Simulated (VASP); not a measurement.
# LiTlSe2 (P-4m2) in VASP: notebook

The runs below take LiTlSe2 through single point, with PBEsol, PBE, LDA.

Program: VASP 6.6.1. These are calculated values, not measurements. Logs are shortened: lines on timing, memory, paths and dates and some standing lists are left out, and cuts for length are marked.

### 1 The cell of the first run

The structure is tetragonal, space group P-4m2 (No. 115). Conventional cell: a = 4.245 Å, b = 4.245 Å, c = 5.903 Å, α = 90.00°, β = 90.00°, γ = 90.00°. Within 3.3 Å of Li (site symmetry -4m2) lie 4 Se at 2.51 Å. Se (site symmetry 2mm) has 2 Li at 2.51 Å and 2 Tl at 2.67 Å within 3.3 Å. Tl (site symmetry -4m2) has 4 Se at 2.67 Å within 3.5 Å.

### 2 Single point, PBEsol

Input file INCAR:

```
SYSTEM = LiTlSe2
ALGO = Normal
EDIFF = 1E-7
ENCUT = 520
GGA = PS
ISIF = 2
ISMEAR = -1
LASPH = .True.
LCHARG = .False.
LREAL = .False.
LWAVE = .False.
NBANDS = 22
NELM = 60
PREC = Accurate
SIGMA = 0.02
```

Input file KPOINTS:

```
k-points
0
Gamma
  6 6 4
  0 0 0
```

Input file POSCAR:

```
LiTlSe2
1.0
    4.2448533563      0.0000000000      0.0000000000
    0.0000000000      4.2448533563      0.0000000000
    0.0000000000      0.0000000000      5.9028266000
Li Se Tl
1 2 1
Direct
    0.0000000000      0.0000000000      0.0000000000
    0.0000000000      0.5000000000      0.2260043634
    0.5000000000      0.0000000000      0.7739956366
    0.5000000000      0.5000000000      0.5000000000
```

Potentials or basis: VASP PAW PBE potentials, release 64 (Li_sv, Se, Tl_d).

On the command line:

```console
$ cat potpaw_PBE.64/Li_sv/POTCAR potpaw_PBE.64/Se/POTCAR potpaw_PBE.64/Tl_d/POTCAR > POTCAR
$ mpirun -np 1 vasp_std > vasp.out
```

OUTCAR:

```text
SYSTEM = LiTlSe2
   EDIFF = 1E-7
   ENCUT = 520
   GGA = PS
   ISIF = 2
   ISMEAR = -1
   LASPH = .True.
   LREAL = .False.
   NELM = 60
   PREC = Accurate

 ion  position               nearest neighbor table
   1  0.000  0.000  0.000-   2 2.51   3 2.51   2 2.51   3 2.51
   2  0.000  0.500  0.226-   1 2.51   1 2.51   4 2.67   4 2.67
   3  0.500  0.000  0.774-   1 2.51   1 2.51   4 2.67   4 2.67
   4  0.500  0.500  0.500-   2 2.67   3 2.67   3 2.67   2 2.67

  LATTYP: Found a simple tetragonal cell.
 ALAT       =     4.2448533563
 C/A-ratio  =     1.3905843393

  Lattice vectors:

 A1 = (   4.2448533563,   0.0000000000,   0.0000000000)
 A2 = (   0.0000000000,   4.2448533563,   0.0000000000)
 A3 = (   0.0000000000,   0.0000000000,   5.9028266000)

Analysis of symmetry for initial positions (statically):
=====================================================================
 Subroutine PRICEL returns:
 Original cell was already a primitive cell.

 Routine SETGRP: Setting up the symmetry group for a
 simple tetragonal supercell.

 Subroutine GETGRP returns: Found  8 space group operations
 (whereof  8 operations were pure point group operations)
 out of a pool of 16 trial point group operations.

The static configuration has the point symmetry D_2d.

Analysis of symmetry for dynamics (positions and initial velocities):
=====================================================================
 Subroutine PRICEL returns:
 Original cell was already a primitive cell.

 Routine SETGRP: Setting up the symmetry group for a
 simple tetragonal supercell.

 Subroutine GETGRP returns: Found  8 space group operations
 (whereof  8 operations were pure point group operations)
 out of a pool of 16 trial point group operations.

The dynamic configuration has the point symmetry D_2d.

 Subroutine INISYM returns: Found  8 space group operations
 (whereof  8 operations are pure point group operations),
 and found     1 'primitive' translations

----------------------------------------------------------------------------------------

                                     Primitive cell

  volume of cell :     106.3617

  direct lattice vectors                    reciprocal lattice vectors
     4.244853356  0.000000000  0.000000000     0.235579398  0.000000000  0.000000000
     0.000000000  4.244853356  0.000000000     0.000000000  0.235579398  0.000000000
     0.000000000  0.000000000  5.902826600     0.000000000  0.000000000  0.169410364

  length of vectors
     4.244853356  4.244853356  5.902826600     0.235579398  0.235579398  0.169410364

  position of ions in fractional coordinates (direct lattice)
     0.000000000  0.000000000  0.000000000
     0.000000000  0.500000000  0.226004363
     0.500000000  0.000000000  0.773995637
     0.500000000  0.500000000  0.500000000

  ion indices of the primitive-cell ions
   primitive index   ion index
                 1           1
                 2           2
                 3           3
                 4           4

----------------------------------------------------------------------------------------

 KPOINTS: k-points

Automatic generation of k-mesh.
 Grid dimensions read from file:
 generate k-points for:    6    6    4

 Generating k-lattice:

  Cartesian coordinates                     Fractional coordinates (reciprocal lattice)
     0.039263233  0.000000000  0.000000000     0.166666667  0.000000000  0.000000000
     0.000000000  0.039263233  0.000000000     0.000000000  0.166666667  0.000000000
     0.000000000  0.000000000  0.042352591     0.000000000  0.000000000  0.250000000

  Length of vectors
     0.039263233  0.039263233  0.042352591

  Shift w.r.t. Gamma in fractional coordinates (k-lattice)
     0.000000000  0.000000000  0.000000000

 Subroutine IBZKPT returns following result:
 ===========================================

 Found     30 irreducible k-points:

 Following reciprocal coordinates:
            Coordinates               Weight
  0.000000  0.000000  0.000000      1.000000
  0.166667  0.000000  0.000000      4.000000
[... 49 lines left out ...]
      6      -8.8952      2.00000
[... 14 lines left out ...]
     21      10.8601      0.00000
     22      12.4575      0.00000

 k-point     2 :       0.1667    0.0000    0.0000
  band No.  band energies     occupation
      1     -41.9826      2.00000
      2     -10.6499      2.00000
      3     -10.3577      2.00000
      4      -9.0098      2.00000
      5      -8.9701      2.00000
      6      -8.8714      2.00000
[... 14 lines left out ...]
     21      10.8433      0.00000
     22      11.4798      0.00000

 k-point     3 :       0.3333    0.0000    0.0000
  band No.  band energies     occupation
      1     -41.9825      2.00000
      2     -10.5411      2.00000
      3     -10.3855      2.00000
      4      -9.0058      2.00000
      5      -8.9164      2.00000
      6      -8.8097      2.00000
[... 14 lines left out ...]
     21      10.2826      0.00000
     22      10.3551      0.00000

 k-point     4 :       0.5000    0.0000    0.0000
  band No.  band energies     occupation
      1     -41.9825      2.00000
      2     -10.4592      2.00000
      3     -10.4304      2.00000
      4      -9.0037      2.00000
      5      -8.9041      2.00000
      6      -8.8195      2.00000
[... 14 lines left out ...]
     21       9.7466      0.00000
     22      10.3882      0.00000

 k-point     5 :       0.1667    0.1667    0.0000
  band No.  band energies     occupation
      1     -41.9826      2.00000
      2     -10.6047      2.00000
      3     -10.3617      2.00000
      4      -9.0048      2.00000
      5      -8.9297      2.00000
      6      -8.8392      2.00000
[... 417 lines left out ...]
 k-point    22 :       0.1667    0.0000    0.5000
  band No.  band energies     occupation
      1     -41.9826      2.00000
      2     -10.5278      2.00000
      3     -10.4215      2.00000
      4      -9.0124      2.00000
      5      -8.9479      2.00000
      6      -8.8710      2.00000
[... 14 lines left out ...]
     21       9.1741      0.00000
     22      10.1088      0.00000

 k-point    23 :       0.3333    0.0000    0.5000
  band No.  band energies     occupation
      1     -41.9825      2.00000
      2     -10.4915      2.00000
      3     -10.4101      2.00000
      4      -9.0080      2.00000
      5      -8.8939      2.00000
      6      -8.8094      2.00000
[... 14 lines left out ...]
     21       9.5029      0.00000
     22      10.0247      0.00000

 k-point    24 :       0.5000    0.0000    0.5000
  band No.  band energies     occupation
      1     -41.9825      2.00000
      2     -10.4714      2.00000
      3     -10.4109      2.00000
      4      -9.0058      2.00000
      5      -8.8867      2.00000
      6      -8.8192      2.00000
[... 14 lines left out ...]
     21       9.8761      0.00000
     22      10.1788      0.00000

 [... further k-points ...]

------------------------ aborting loop because EDIFF is reached ----------------------------------------

  FORCE on cell =-STRESS in cart. coord.  units (eV):
  Direction    XX          YY          ZZ          XY          YZ          ZX
  --------------------------------------------------------------------------------------
  -------------------------------------------------------------------------------------
  Total        0.0139210      0.0139210     -0.0041313      0.0000000      0.0000000     -0.0000000
  in kB        0.2096990      0.2096990     -0.0622319      0.0000000      0.0000000     -0.0000000
  external PRESSURE =       0.1190554 kB  Pullay stress =       0.0000000 kB

 VOLUME and BASIS-vectors are now :
 -----------------------------------------------------------------------------
  energy-cutoff  :      520.00
  volume of cell :      106.36
      direct lattice vectors                 reciprocal lattice vectors
     4.244853356  0.000000000  0.000000000     0.235579398  0.000000000  0.000000000
     0.000000000  4.244853356  0.000000000     0.000000000  0.235579398  0.000000000
     0.000000000  0.000000000  5.902826600     0.000000000  0.000000000  0.169410364

 POSITION                                       TOTAL-FORCE (eV/Angst)
 -----------------------------------------------------------------------------------
      0.00000      0.00000      0.00000        -0.000000      0.000000      0.000000
      0.00000      2.12243      1.33406         0.000000      0.000000     -0.003499
      2.12243      0.00000      4.56876        -0.000000      0.000000      0.003499
      2.12243      2.12243      2.95141        -0.000000     -0.000000      0.000000
 -----------------------------------------------------------------------------------
    total drift:                                0.000000      0.000000     -0.000000

  FREE ENERGIE OF THE ION-ELECTRON SYSTEM (eV)
  ---------------------------------------------------
  free  energy   TOTEN  =       -14.6415517286 eV

  energy  without entropy=      -14.6415508693  energy(sigma->0) =      -14.64155130
```

It took 30 s on 1 thread of Intel Xeon 6975P-C (Granite Rapids), shared host; peak memory 0.25 GiB.

Results:

| Property | Result |
| --- | --- |
| Free energy | -14.6416 eV |
| Largest force | 0.003 eV/Å |
| Band gap on the k mesh | 0.37 eV |

Forces on the atoms (eV/Å):
```
Li   0.000  0.000  0.000
Se   0.000  0.000 -0.003
Se   0.000  0.000  0.003
Tl   0.000  0.000  0.000
```

Levels at points of the mesh, in eV from the valence-band top:
```csv
k point,band 12,band 13,band 14,band 15,band 16,band 17
"(0.00, 0.00, 0.00)",-0.26,0.00,0.00,0.37,3.14,5.05
"(0.50, 0.00, 0.00)",-1.75,-1.01,-0.51,2.21,5.24,5.42
"(0.50, 0.50, 0.00)",-1.76,-1.76,-1.11,1.49,3.08,3.08
"(0.00, 0.00, 0.50)",-1.23,-0.79,-0.79,2.08,3.24,4.87
"(0.50, 0.00, 0.50)",-0.89,-0.53,-0.50,0.68,4.77,5.55
"(0.50, 0.50, 0.50)",-2.13,-1.80,-1.53,3.12,5.17,5.17
```

Caveat: the cutoff is under 1.25 times the usual one of these potentials, so pressure, stress and relaxed cells hold a basis-set (Pulay) error; the PAW data sets were made with another functional, which shifts forces and pressure a little; spin-orbit coupling is left out, which moves the levels of the heavy elements. A k mesh can miss the band edges.

### 3 Single point, PBE

This run uses another cell than the first one, of 27.18 Å³/atom.

Input file INCAR:

```
SYSTEM = LiTlSe2
PREC     = Accurate       ! precision mode
ENCUT    = 520            ! plane-wave cutoff, eV
EDIFF    = 1E-6           ! SCF threshold, eV
ISMEAR   = -1             ! smearing method
SIGMA    = 0.02           ! smearing width, eV
LREAL    = .False.        ! projectors in reciprocal space
LASPH    = .True.         ! aspherical terms in the spheres
NELM     = 100            ! most SCF steps
ALGO     = Normal         ! electronic algorithm
ISIF     = 2              ! what is computed and relaxed
LWAVE    = .False.        ! write WAVECAR
LCHARG   = .False.        ! write CHGCAR
GGA      = PE             ! functional
NBANDS   = 22             ! bands
```

Input file KPOINTS:

```
regular mesh
0
Gamma
  6 6 4
  0 0 0
```

Input file POSCAR:

```
LiTlSe2
1.0
    4.2639248188      0.0000000000      0.0000000000
    0.0000000000      4.2639248188      0.0000000000
    0.0000000000      0.0000000000      5.9802485742
Li Se Tl
1 2 1
Direct
    0.0000000000      0.0000000000      0.0000000000
    0.0000000000      0.5000000000      0.2292133877
    0.5000000000      0.0000000000      0.7707866123
    0.5000000000      0.5000000000      0.5000000000
```

Potentials or basis: VASP PAW PBE potentials, release 64 (Li_sv, Se, Tl_d).

On the command line:

```console
$ cat potpaw_PBE.64/Li_sv/POTCAR potpaw_PBE.64/Se/POTCAR potpaw_PBE.64/Tl_d/POTCAR > POTCAR
$ mpirun -np 1 vasp_std > vasp.out
```

Wall time 28 s (1 thread of Intel Xeon 6975P-C (Granite Rapids), shared host); peak memory 0.25 GiB.

Results (log left out):

```yaml
Free_energy: -13.6003 eV
Largest_force: 0.204 eV/Å
Band_gap_on_the_k_mesh: 0.43 eV
```

Forces in eV/Å, atoms in the order of the input:
```
Li   0.000  0.000  0.000
Se   0.000  0.000 -0.204
Se   0.000  0.000  0.204
Tl   0.000  0.000  0.000
```

Levels at points of the mesh, in eV from the valence-band top:
```tsv
k point	band 11	band 12	band 13	band 14	band 15	band 16	band 17	band 18
(0.00, 0.00, 0.00)	-1.68	-0.23	0.00	0.00	0.43	3.27	5.18	5.77
(0.50, 0.00, 0.00)	-2.10	-1.67	-0.97	-0.46	2.18	5.38	5.53	6.27
(0.50, 0.50, 0.00)	-1.99	-1.70	-1.70	-1.08	1.60	3.26	3.26	6.50
(0.00, 0.00, 0.50)	-1.19	-1.19	-0.71	-0.71	2.05	3.36	5.01	6.72
(0.50, 0.00, 0.50)	-0.90	-0.87	-0.53	-0.45	0.75	4.86	5.65	6.14
(0.50, 0.50, 0.50)	-2.02	-2.02	-1.71	-1.47	3.07	5.23	5.23	6.92
```

Caveat: the cutoff is under 1.25 times the usual one of these potentials, so pressure, stress and relaxed cells hold a basis-set (Pulay) error; spin-orbit coupling is left out, which moves the levels of the heavy elements. A k mesh can miss the band edges.

### 4 Single point, LDA

This run uses another cell than the first one, of 27.18 Å³/atom.

Input file INCAR:

```
  PREC = Accurate
  ENCUT = 520
  EDIFF = 1E-6
  ISMEAR = 0
  SIGMA = 0.01
  LREAL = False
  LASPH = True
  NELM = 100
  ALGO = Normal
  ISIF = 2
  LWAVE = False
  LCHARG = True
  LELF = True
  LVHAR = True
  NBANDS = 22
```

Input file KPOINTS:

```
regular mesh
0
Gamma
  6 6 4
```

POSCAR is that of step 3.

Potentials or basis: VASP PAW LDA potentials, release 64 (Li_sv, Se, Tl_d).

On the command line:

```console
$ cat potpaw_LDA.64/Li_sv/POTCAR potpaw_LDA.64/Se/POTCAR potpaw_LDA.64/Tl_d/POTCAR > POTCAR
$ mpirun -np 1 vasp_std > vasp.out
```

It took 24 s on 1 thread of Intel Xeon 6975P-C (Granite Rapids), shared host; peak memory 0.23 GiB.

The run converged. Its results:

| Item | Value |
| --- | --- |
| Free energy | -15.6468 eV |
| Largest force | 0.030 eV/Å |
| Band gap on the k mesh | 0.30 eV |

Forces on the atoms (eV/Å):
```
Li   0.000  0.000  0.000
Se   0.000  0.000  0.030
Se   0.000  0.000 -0.030
Tl   0.000  0.000  0.000
```

Levels at points of the mesh, in eV from the valence-band top:
| k point | band 12 | band 13 | band 14 | band 15 | band 16 | band 17 |
| --- | --- | --- | --- | --- | --- | --- |
| (0.00, 0.00, 0.00) | -0.24 | 0.00 | 0.00 | 0.30 | 3.06 | 4.97 |
| (0.50, 0.00, 0.00) | -1.69 | -1.00 | -0.45 | 2.09 | 5.21 | 5.34 |
| (0.50, 0.50, 0.00) | -1.74 | -1.74 | -1.09 | 1.49 | 3.04 | 3.04 |
| (0.00, 0.00, 0.50) | -1.23 | -0.72 | -0.72 | 1.99 | 3.15 | 4.77 |
| (0.50, 0.00, 0.50) | -0.90 | -0.54 | -0.45 | 0.62 | 4.66 | 5.52 |
| (0.50, 0.50, 0.50) | -2.08 | -1.71 | -1.51 | 3.01 | 5.05 | 5.05 |

Caveat: the cutoff is under 1.25 times the usual one of these potentials, so pressure, stress and relaxed cells hold a basis-set (Pulay) error; spin-orbit coupling is left out, which moves the levels of the heavy elements. A k mesh can miss the band edges.

### 5 Single point, PBE

This run uses another cell than the first one, of 28.03 Å³/atom.

Input file INCAR:

```
SYSTEM = LiTlSe2
ALGO     = Normal         ! electronic algorithm
EDIFF    = 1E-6           ! SCF threshold, eV
ENCUT    = 520            ! plane-wave cutoff, eV
GGA      = PE             ! functional
ISIF     = 2              ! what is computed and relaxed
ISMEAR   = -1             ! smearing method
LASPH    = .True.         ! aspherical terms in the spheres
LCHARG   = .False.        ! write CHGCAR
LREAL    = .False.        ! projectors in reciprocal space
LWAVE    = .False.        ! write WAVECAR
NBANDS   = 22             ! bands
NELM     = 80             ! most SCF steps
PREC     = Accurate       ! precision mode
SIGMA    = 0.02           ! smearing width, eV
```

Input file KPOINTS:

```
k-points
0
Gamma
  6 6 4
  0 0 0
```

Input file POSCAR:

```
LiTlSe2
1.0
    4.3177670485      0.0000000000      0.0000000000
    0.0000000000      4.3177670485      0.0000000000
    0.0000000000      0.0000000000      6.0132508204
Li Se Tl
1 2 1
Direct
    0.0000000000      0.0000000000      0.0000000000
    0.0000000000      0.5000000000      0.2268148566
    0.5000000000      0.0000000000      0.7731851434
    0.5000000000      0.5000000000      0.5000000000
```

Potentials or basis: VASP PAW PBE potentials, release 64 (Li_sv, Se, Tl_d).

On the command line:

```console
$ cat potpaw_PBE.64/Li_sv/POTCAR potpaw_PBE.64/Se/POTCAR potpaw_PBE.64/Tl_d/POTCAR > POTCAR
$ mpirun -np 1 vasp_std > vasp.out
```

Wall time 30 s (1 thread of Intel Xeon 6975P-C (Granite Rapids), shared host); peak memory 0.25 GiB.

It converged, with:

```
Free energy            : -13.6176 eV
Largest force          : 0.004 eV/Å
Band gap on the k mesh : 0.36 eV
```

Forces in eV/Å, atoms in the order of the input:
```
Li   0.000  0.000  0.000
Se   0.000  0.000 -0.004
Se   0.000  0.000  0.004
Tl   0.000  0.000  0.000
```

Levels at points of the mesh, in eV from the valence-band top:
```tsv
k point	band 12	band 13	band 14	band 15	band 16	band 17
(0.00, 0.00, 0.00)	-0.22	0.00	0.00	0.36	3.31	5.17
(0.50, 0.00, 0.00)	-1.60	-0.93	-0.44	2.07	5.30	5.41
(0.50, 0.50, 0.00)	-1.60	-1.60	-0.99	1.50	3.29	3.29
(0.00, 0.00, 0.50)	-1.12	-0.69	-0.69	1.93	3.35	5.06
(0.50, 0.00, 0.50)	-0.82	-0.47	-0.43	0.67	4.81	5.58
(0.50, 0.50, 0.50)	-1.91	-1.64	-1.37	2.90	5.20	5.20
```

Caveat: the cutoff is under 1.25 times the usual one of these potentials, so pressure, stress and relaxed cells hold a basis-set (Pulay) error; spin-orbit coupling is left out, which moves the levels of the heavy elements. A k mesh can miss the band edges.

### 6 The runs side by side

```csv
level,potentials or basis,cell,smearing,gap on the mesh (eV),largest force (eV/Å)
PBEsol,"VASP PAW PBE potentials, release 64 (Li_sv, Se, Tl_d)","a = 4.245, b = 4.245, c = 5.903 Å, 4 atoms, atomic positions A",fermi-dirac 0.02 eV,0.37,-
PBE,"VASP PAW PBE potentials, release 64 (Li_sv, Se, Tl_d)","a = 4.264, b = 4.264, c = 5.980 Å, 4 atoms, atomic positions B",fermi-dirac 0.02 eV,0.43,0.20
LDA,"VASP PAW LDA potentials, release 64 (Li_sv, Se, Tl_d)","a = 4.264, b = 4.264, c = 5.980 Å, 4 atoms, atomic positions B",gaussian 0.01 eV,0.30,0.03
PBE,"VASP PAW PBE potentials, release 64 (Li_sv, Se, Tl_d)","a = 4.318, b = 4.318, c = 6.013 Å, 4 atoms, atomic positions A",fermi-dirac 0.02 eV,0.36,-
```

Alike in all rows: task single point; no spin polarisation; k mesh 6 × 6 × 4; cutoff (eV) 520.

Caveats: the cutoff is under 1.25 times the usual one of these potentials, so pressure, stress and relaxed cells hold a basis-set (Pulay) error; spin-orbit coupling is left out, which moves the levels of the heavy elements; the PAW data sets were made with another functional, which shifts forces and pressure a little (at least some runs).

Total energies depend on the potentials used, so only differences within one code and one set of settings carry meaning.
